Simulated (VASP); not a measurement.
# KF in VASP: notebook

The runs below take KF through single point, with revPBE, HSE06.

All numbers are computed with VASP 6.6.1; they aren't measurements. Logs are shortened: lines on timing, memory, paths and dates and some standing lists are left out, and cuts for length are marked.

### 1 The cell of the first run

The typed cell holds 2 atoms: a = 3.779 Å, b = 3.779 Å, c = 3.779 Å, α = 60.00°, β = 60.00°, γ = 60.00°.

### 2 Single point, revPBE, non-collinear spin, zero start, spin-orbit coupling (atoms moved at random)

INCAR

```
PREC = Accurate
ENCUT = 520
EDIFF = 1E-6
ISMEAR = -1
SIGMA = 0.025
LREAL = False
LASPH = True
NELM = 150
ALGO = Normal
ISIF = 2
LWAVE = False
LCHARG = False
MAGMOM = 0 0 0 0 0 0
LORBIT = 11
LSORBIT = True
GGA_COMPAT = False
LORBMOM = True
GGA = RE
NBANDS = 28
```

KPOINTS

```
Automatic mesh
0
Gamma
  7 7 7
```

POSCAR

```
KF
1.0
    0.0000000000      2.6718500000      2.6718500000
    2.6718500000      0.0000000000      2.6718500000
    2.6718500000      2.6718500000      0.0000000000
K F
1 1
Direct
    0.0023941138      0.0126367294      0.0246020347
    0.5030158862      0.5121372706      0.5248699653
```

Potentials or basis: VASP PAW PBE potentials, release 64 (K_sv, F).

Started as:

```
cat potpaw_PBE.64/K_sv/POTCAR potpaw_PBE.64/F/POTCAR > POTCAR
mpirun -np 1 vasp_ncl > vasp.out
```

OUTCAR:

```text
PREC = Accurate
   ENCUT = 520
   EDIFF = 1E-6
   ISMEAR = -1
   LREAL = False
   LASPH = True
   NELM = 150
   ISIF = 2
   LORBIT = 11
   LSORBIT = True
   GGA = RE

 ion  position               nearest neighbor table
   1  0.002  0.013  0.025-   2 2.67   2 2.67   2 2.67   2 2.67   2 2.67   2 2.67
   2  0.503  0.512  0.525-   1 2.67   1 2.67   1 2.67   1 2.67   1 2.67   1 2.67

  LATTYP: Found a face centered cubic cell.
 ALAT       =     5.3437000000

  Lattice vectors:

 A1 = (   0.0000000000,   2.6718500000,   2.6718500000)
 A2 = (   2.6718500000,   0.0000000000,   2.6718500000)
 A3 = (   2.6718500000,   2.6718500000,   0.0000000000)

Analysis of symmetry for initial positions (statically):
=====================================================================
 Subroutine PRICEL returns:
 Original cell was already a primitive cell.

 Routine SETGRP: Setting up the symmetry group for a
 face centered cubic supercell.

 Subroutine GETGRP returns: Found  1 space group operations
 (whereof  1 operations were pure point group operations)
 out of a pool of 48 trial point group operations.

The static configuration has the point symmetry C_1 .

Analysis of symmetry for dynamics (positions and initial velocities):
=====================================================================
 Subroutine PRICEL returns:
 Original cell was already a primitive cell.

 Routine SETGRP: Setting up the symmetry group for a
 face centered cubic supercell.

 Subroutine GETGRP returns: Found  1 space group operations
 (whereof  1 operations were pure point group operations)
 out of a pool of 48 trial point group operations.

The dynamic configuration has the point symmetry C_1 .

Analysis of structural, dynamic, and magnetic symmetry:
=====================================================================
 Subroutine PRICEL returns:
 Original cell was already a primitive cell.

 Routine SETGRP: Setting up the symmetry group for a
 face centered cubic supercell.

 Subroutine GETGRP returns: Found  1 space group operations
 (whereof  1 operations were pure point group operations)
 out of a pool of 48 trial point group operations.

The overall configuration has the point symmetry C_1 .

 Subroutine INISYM returns: Found  1 space group operations
 (whereof  1 operations are pure point group operations),
 and found     1 'primitive' translations

----------------------------------------------------------------------------------------

                                     Primitive cell

  volume of cell :      38.1475

  direct lattice vectors                    reciprocal lattice vectors
     0.000000000  2.671850000  2.671850000    -0.187136254  0.187136254  0.187136254
     2.671850000  0.000000000  2.671850000     0.187136254 -0.187136254  0.187136254
     2.671850000  2.671850000  0.000000000     0.187136254  0.187136254 -0.187136254

  length of vectors
     3.778566507  3.778566507  3.778566507     0.324129500  0.324129500  0.324129500

  position of ions in fractional coordinates (direct lattice)
     0.002394114  0.012636729  0.024602035
     0.503015886  0.512137271  0.524869965

  ion indices of the primitive-cell ions
   primitive index   ion index
                 1           1
                 2           2

----------------------------------------------------------------------------------------

 KPOINTS: Automatic mesh

Automatic generation of k-mesh.
 Grid dimensions read from file:
 generate k-points for:    7    7    7

 Generating k-lattice:

  Cartesian coordinates                     Fractional coordinates (reciprocal lattice)
    -0.026733751  0.026733751  0.026733751     0.142857143  0.000000000  0.000000000
     0.026733751 -0.026733751  0.026733751     0.000000000  0.142857143  0.000000000
     0.026733751  0.026733751 -0.026733751     0.000000000  0.000000000  0.142857143

  Length of vectors
     0.046304214  0.046304214  0.046304214

  Shift w.r.t. Gamma in fractional coordinates (k-lattice)
     0.000000000  0.000000000  0.000000000

 Subroutine IBZKPT returns following result:
 ===========================================

 Found    343 irreducible k-points:

 Following reciprocal coordinates:
            Coordinates               Weight
  0.000000  0.000000  0.000000      1.000000
  0.142857  0.000000  0.000000      1.000000
 -0.142857  0.000000  0.000000      1.000000
  0.000000  0.142857  0.000000      1.000000
  0.000000 -0.142857  0.000000      1.000000
  0.000000  0.000000  0.142857      1.000000
[... 16 lines left out ...]
  0.000000  0.000000 -0.428571      1.000000
[... 23 lines left out ...]
   NSW    =      0    number of steps for IOM
   IBRION =     -1    ionic relax: 0-MD 1-quasi-New 2-CG
   NFREE  =      0    steps in history (QN), initial steepest desc. (CG)
   ISIF   =      2    stress and relaxation
   ISYM   =      2    0-nonsym 1-usesym 2-fastsym
   POTIM  = 0.5000    time-step for ionic-motion
   TEBEG  =    0.0;   TEEND  =   0.0 temperature during run
   PSTRESS=    0.0 pullay stress
   NELECT =      16.0000    total number of electrons
   NUPDOWN=      -1.0000    fix difference up-down
   EMIN   =  10.00;   EMAX   =-10.00  energy-range for DOS
   EFERMI =   0.00;   METHOD = LEGACY
   ISMEAR =    -1;   SIGMA  =   0.03  broadening in eV -4-tet -1-fermi 0-gaus
   EFERMI_NEDOS =   21; number of points for ismear=-14 and -15
   IALGO  =     38    algorithm
   IMIX   =      4    mixing-type and parameters
     AMIX     =   0.40;   BMIX     =  1.00
     AMIX_MAG =   1.60;   BMIX_MAG =  1.00
  volume/ion in A,a.u.               =      19.07       128.72
  Fermi-wavevector in a.u.,A,eV,Ry     =   1.225442  2.315750 20.431978  1.501708
  Thomas-Fermi vector in A             =   2.360480
   LORBIT       =     11    0 simple, 1 ext, 2 COOP (PROOUT), +10 PAW based schemes
   GGA     = RE    functional components
   LHFCALC =     F    Hartree Fock is set to
   AEXX    =    0.0000 exact exchange contribution
   IVDW    =     0    specifies the selected vdW correction
   LEPSILON=     F    determine dielectric tensor
   LRPA    =     F    only Hartree local field effects (RPA)
  energy-cutoff  :      520.00
  volume of cell :       38.15
 maximum number of plane-waves:      2080
   NGX = 13   NGY = 13   NGZ = 13

 number of electron      16.0000000 magnetization       0.0000001      0.0000000      0.0000000

 number of electron      16.0000000 magnetization       0.0000000     -0.0000001     -0.0000001

 number of electron      16.0000000 magnetization      -0.0000000      0.0000001      0.0000001

 Free energy of the ion-electron system (eV)
  ---------------------------------------------------
  ext. energy  EPLUGINS =         0.00000000
  ---------------------------------------------------
  free energy    TOTEN  =        -7.87373972 eV

  energy without entropy =       -7.87373972  energy(sigma->0) =       -7.87373972

 E-fermi :  -2.0104     XC(G=0):  -8.0276

 val. band max:       -2.5984808800   @ k =   0.0000   0.0000   0.0000
 cond. band min:       3.8533583819   @ k =   0.0000   0.0000   0.0000
 fundamental gap:      6.4518392619
 Fermi energy:        -2.0103861483

 k-point     1 :       0.0000    0.0000    0.0000
  band No.  band energies     occupation
      1     -28.9009      1.00000
      2     -28.9009      1.00000
      3     -21.3654      1.00000
      4     -21.3654      1.00000
      5     -12.3042      1.00000
      6     -12.3042      1.00000
[... 733 lines left out ...]
     27      11.4411      0.00000
     28      11.4411      0.00000

 [... further k-points ...]

------------------------ aborting loop because EDIFF is reached ----------------------------------------

  FORCE on cell =-STRESS in cart. coord.  units (eV):
  Direction    XX          YY          ZZ          XY          YZ          ZX
  --------------------------------------------------------------------------------------
  -------------------------------------------------------------------------------------
  Total        0.8545777      0.8549995      0.8546375      0.0001198     -0.0002228      0.0000346
  in kB       35.8918584     35.9095717     35.8943668      0.0050336     -0.0093573      0.0014526
  external PRESSURE =      35.8985990 kB  Pullay stress =       0.0000000 kB

 VOLUME and BASIS-vectors are now :
 -----------------------------------------------------------------------------
  energy-cutoff  :      520.00
  volume of cell :       38.15
      direct lattice vectors                 reciprocal lattice vectors
     0.000000000  2.671850000  2.671850000    -0.187136254  0.187136254  0.187136254
     2.671850000  0.000000000  2.671850000     0.187136254 -0.187136254  0.187136254
     2.671850000  2.671850000  0.000000000     0.187136254  0.187136254 -0.187136254

 POSITION                                       TOTAL-FORCE (eV/Angst)
 -----------------------------------------------------------------------------------
      0.09950      0.07213      0.04016        -0.001090      0.004090      0.000575
      2.77073      2.74636      2.71234         0.001090     -0.004090     -0.000575
 -----------------------------------------------------------------------------------
    total drift:                               -0.000021      0.000144      0.000036

  FREE ENERGIE OF THE ION-ELECTRON SYSTEM (eV)
  ---------------------------------------------------
  free  energy   TOTEN  =        -7.8737397174 eV

  energy  without entropy=       -7.8737397174  energy(sigma->0) =       -7.87373972

 orbital moment (x)

 # of ion     p       d       tot
 ----------------------------------------
  1        -0.000  -0.000  -0.000
  2        -0.000   0.000  -0.000
 ----------------------------------------
           -0.000  -0.000  -0.000

 orbital moment (y)

 # of ion     p       d       tot
 ----------------------------------------
  1        -0.000   0.000  -0.000
  2         0.000   0.000   0.000
 ----------------------------------------
            0.000   0.000   0.000

 orbital moment (z)

 # of ion     p       d       tot
 ----------------------------------------
  1         0.000   0.000   0.000
  2         0.000   0.000   0.000
 ----------------------------------------
            0.000   0.000   0.000

 Spin-Orbit-Coupling matrix elements

 Ion:    1  E_soc:     -0.0078997
 l=   1
     0.0000000    -0.0013164    -0.0013164
    -0.0013164     0.0000000    -0.0013164
    -0.0013164    -0.0013164     0.0000000
 l=   2
     0.0000000     0.0000000     0.0000000     0.0000000    -0.0000002
     0.0000000     0.0000000    -0.0000002     0.0000000    -0.0000001
     0.0000000    -0.0000002     0.0000000    -0.0000002     0.0000000
     0.0000000     0.0000000    -0.0000002     0.0000000    -0.0000001
    -0.0000002    -0.0000001     0.0000000    -0.0000001     0.0000000
 l=   3
     0.0000000     0.0000000     0.0000000     0.0000000     0.0000000     0.0000000     0.0000000
     0.0000000     0.0000000     0.0000000     0.0000000     0.0000000     0.0000000     0.0000000
     0.0000000     0.0000000     0.0000000     0.0000000     0.0000000     0.0000000     0.0000000
     0.0000000     0.0000000     0.0000000     0.0000000     0.0000000     0.0000000     0.0000000
     0.0000000     0.0000000     0.0000000     0.0000000     0.0000000     0.0000000     0.0000000
     0.0000000     0.0000000     0.0000000     0.0000000     0.0000000     0.0000000     0.0000000
     0.0000000     0.0000000     0.0000000     0.0000000     0.0000000     0.0000000     0.0000000

 Ion:    2  E_soc:     -0.0003847
 l=   1
     0.0000000    -0.0000641    -0.0000641
    -0.0000641     0.0000000    -0.0000641
    -0.0000641    -0.0000641     0.0000000
 l=   2
     0.0000000     0.0000000     0.0000000     0.0000000     0.0000000
     0.0000000     0.0000000     0.0000000     0.0000000     0.0000000
     0.0000000     0.0000000     0.0000000     0.0000000     0.0000000
     0.0000000     0.0000000     0.0000000     0.0000000     0.0000000
     0.0000000     0.0000000     0.0000000     0.0000000     0.0000000
 l=   3
     0.0000000     0.0000000     0.0000000     0.0000000     0.0000000     0.0000000     0.0000000
     0.0000000     0.0000000     0.0000000     0.0000000     0.0000000     0.0000000     0.0000000
     0.0000000     0.0000000     0.0000000     0.0000000     0.0000000     0.0000000     0.0000000
     0.0000000     0.0000000     0.0000000     0.0000000     0.0000000     0.0000000     0.0000000
     0.0000000     0.0000000     0.0000000     0.0000000     0.0000000     0.0000000     0.0000000
     0.0000000     0.0000000     0.0000000     0.0000000     0.0000000     0.0000000     0.0000000
     0.0000000     0.0000000     0.0000000     0.0000000     0.0000000     0.0000000     0.0000000

 total charge

# of ion       s       p       d       tot
------------------------------------------
    1        1.960   5.625   0.033   7.618
    2        1.733   4.368   0.000   6.101
--------------------------------------------------
tot          3.694   9.993   0.033  13.719

 magnetization (x)

# of ion       s       p       d       tot
------------------------------------------
    1       -0.000  -0.000   0.000  -0.000
    2       -0.000  -0.000   0.000  -0.000
--------------------------------------------------
tot         -0.000  -0.000   0.000  -0.000

 magnetization (y)

# of ion       s       p       d       tot
------------------------------------------
    1       -0.000   0.000  -0.000   0.000
    2       -0.000   0.000   0.000   0.000
--------------------------------------------------
tot         -0.000   0.000  -0.000   0.000

 magnetization (z)

# of ion       s       p       d       tot
------------------------------------------
    1       -0.000   0.000  -0.000  -0.000
    2       -0.000   0.000   0.000   0.000
--------------------------------------------------
tot         -0.000   0.000  -0.000   0.000
```

Run time: 19 min. Hardware: 1 thread of Intel Xeon 8259CL, shared host; peak memory 0.6 GiB.

Results:

```yaml
Free_energy: -7.8737 eV
Pressure: 3.6 GPa
Largest_force: 0.004 eV/Å
Net_moment: 0.00 μB per cell
Valence_electrons_inside_the_program's_atomic_spheres: K 7.62; F 6.10
```

Forces in eV/Å, atoms in the order of the input:
```
K   -0.001  0.004  0.001
F    0.001 -0.004 -0.001
```

Moments on the atoms (μB; x, y, z):
```
K   0.00 0.00 0.00
F   0.00 0.00 0.00
```

Caveat: the cell differs from its parent crystal (atoms moved at random); the cell stands under pressure; the PAW data sets were made with another functional, which shifts forces and pressure a little.

### 3 Single point, HSE06

POSCAR

```
KF
1.0
    0.0000000000      2.6718500000      2.6718500000
    2.6718500000      0.0000000000      2.6718500000
    2.6718500000      2.6718500000      0.0000000000
K F
1 1
Direct
    0.0000000000      0.0000000000      0.0000000000
    0.5000000000      0.5000000000      0.5000000000
```

INCAR.step1

```
PREC = Accurate ; ENCUT = 520
EDIFF = 1E-5 ; ISMEAR = 0
SIGMA = 0.01 ; LREAL = F
LASPH = T ; NELM = 80
ALGO = Normal ; ISIF = 2
LWAVE = T ; LCHARG = F
GGA = PE ; NBANDS = 15
```

INCAR.step2

```
PREC = Accurate ; ENCUT = 520
EDIFF = 1E-6 ; ISMEAR = 0
SIGMA = 0.01 ; LREAL = F
LASPH = T ; NELM = 80
ALGO = Normal ; ISIF = 2
LWAVE = F ; LCHARG = F
GGA = PE ; LHFCALC = T
HFSCREEN = 0.2079 ; PRECFOCK = Normal
ISTART = 1 ; NBANDS = 15
```

KPOINTS

```
regular mesh
0
Gamma
  6 6 6
```

Potentials or basis: VASP PAW PBE potentials, release 64 (K_sv, F).

Started as:

```
cat potpaw_PBE.64/K_sv/POTCAR potpaw_PBE.64/F/POTCAR > POTCAR
cp INCAR.step1 INCAR
mpirun -np 1 vasp_std > vasp.out
cp INCAR.step2 INCAR
mpirun -np 1 vasp_std > vasp.out
```

OUTCAR:

```text
PREC = Accurate
   ENCUT = 520
   EDIFF = 1E-6
   ISMEAR = 0
   LREAL = F
   LASPH = T
   NELM = 80
   ISIF = 2
   GGA = PE
   LHFCALC = T
   HFSCREEN = 0.2079
   PRECFOCK = Normal
   ISTART = 1

 ion  position               nearest neighbor table
   1  0.000  0.000  0.000-   2 2.67   2 2.67   2 2.67   2 2.67   2 2.67   2 2.67
   2  0.500  0.500  0.500-   1 2.67   1 2.67   1 2.67   1 2.67   1 2.67   1 2.67

  LATTYP: Found a face centered cubic cell.
 ALAT       =     5.3437000000

  Lattice vectors:

 A1 = (   0.0000000000,   2.6718500000,   2.6718500000)
 A2 = (   2.6718500000,   0.0000000000,   2.6718500000)
 A3 = (   2.6718500000,   2.6718500000,   0.0000000000)

Analysis of symmetry for initial positions (statically):
=====================================================================
 Subroutine PRICEL returns:
 Original cell was already a primitive cell.

 Routine SETGRP: Setting up the symmetry group for a
 face centered cubic supercell.

 Subroutine GETGRP returns: Found 48 space group operations
[... 175 lines left out ...]
      3     -13.9268      2.00000
      4     -13.9268      2.00000
      5     -13.9268      2.00000
      6      -4.3918      2.00000
      7      -4.3918      2.00000
      8      -4.3918      2.00000
      9       3.7696      0.00000
     10       8.6182      0.00000
     11       8.6182      0.00000
     12       8.6182      0.00000
     13      10.4579      0.00000
     14      10.4579      0.00000
[... 257 lines left out ...]
      2     -24.6302      2.00000
      3     -14.4192      2.00000
      4     -14.2393      2.00000
      5     -14.0455      2.00000
      6      -4.7143      2.00000
      7      -4.5733      2.00000
      8      -4.5027      2.00000
      9       6.6869      0.00000
     10       8.4009      0.00000
     11       8.9206      0.00000
     12      11.7030      0.00000
     13      12.5311      0.00000
     14      13.0773      0.00000
     15      13.4828      0.00000

------------------------ aborting loop because EDIFF is reached ----------------------------------------

  FORCE on cell =-STRESS in cart. coord.  units (eV):
  Direction    XX          YY          ZZ          XY          YZ          ZX
  --------------------------------------------------------------------------------------
  -------------------------------------------------------------------------------------
  Total        0.1371713      0.1371713      0.1371713      0.0000000      0.0000000     -0.0000000
  in kB        5.7611305      5.7611305      5.7611305      0.0000000      0.0000000     -0.0000000
  external PRESSURE =       5.7611305 kB  Pullay stress =       0.0000000 kB

 VOLUME and BASIS-vectors are now :
 -----------------------------------------------------------------------------
  energy-cutoff  :      520.00
  volume of cell :       38.15
      direct lattice vectors                 reciprocal lattice vectors
     0.000000000  2.671850000  2.671850000    -0.187136254  0.187136254  0.187136254
     2.671850000  0.000000000  2.671850000     0.187136254 -0.187136254  0.187136254
     2.671850000  2.671850000  0.000000000     0.187136254  0.187136254 -0.187136254

 POSITION                                       TOTAL-FORCE (eV/Angst)
 -----------------------------------------------------------------------------------
      0.00000      0.00000      0.00000        -0.000000     -0.000000      0.000000
      2.67185      2.67185      2.67185         0.000000      0.000000     -0.000000
 -----------------------------------------------------------------------------------
    total drift:                                0.000000      0.000000      0.000000

  FREE ENERGIE OF THE ION-ELECTRON SYSTEM (eV)
  ---------------------------------------------------
  free  energy   TOTEN  =        -9.9652718060 eV

  energy  without entropy=       -9.9652718060  energy(sigma->0) =       -9.96527181
```

It took 71 min on 1 thread of AMD EPYC, shared host; peak memory 0.25 GiB.

What came out:

```yaml
Free_energy: -9.9653 eV
Pressure: 0.6 GPa
Band_gap_on_the_k_mesh: 8.16 eV
```

Caveat: the PAW data sets were made with another functional, which shifts forces and pressure a little.
